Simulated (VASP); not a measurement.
A run of VASP 6.6.1 is set up as follows.

The input INCAR:

```
SYSTEM = CdBr
PREC = Accurate ; ENCUT = 520
EDIFF = 1E-7 ; ISMEAR = 0
SIGMA = 0.2 ; LREAL = .False.
LASPH = .True. ; NELM = 60
ALGO = Normal ; ISIF = 2
LWAVE = .False. ; LCHARG = .False.
GGA = PE ; NBANDS = 27
```

KPOINTS

```
regular mesh
0
Gamma
  6 6 4
  0 0 0
```

The input POSCAR:

```
CdBr
1.0
    3.7671131845      0.0000000000      0.0000000000
    0.0000000000      3.7671131845      0.0000000000
    0.0000000000      0.0000000000      7.5246588532
Cd Br
2 2
Direct
    0.0000000000      0.0000000000      0.5000000000
    0.0000000000      1.0000000000      0.0000000000
    0.5000000000      0.5000000000      0.2500000000
    0.5000000000      0.5000000000      0.7500000000
```

Potentials or basis: VASP PAW PBE potentials, release 64 (Cd, Br).

The run is started by

```console
$ cat potpaw_PBE.64/Cd/POTCAR potpaw_PBE.64/Br/POTCAR > POTCAR
$ mpirun -np 1 vasp_std > vasp.out
```

Problem. Estimate the pressure.

Solution. 0.1 GPa.

Problem. What does it give for the band gap on the k mesh?

Solution. Zero (bands 19 and 20 overlap by 1.13 eV).

Stress tensor (GPa, compression positive):
```
0.20 0.00 0.00
0.00 0.20 0.00
0.00 0.00 0.01
```
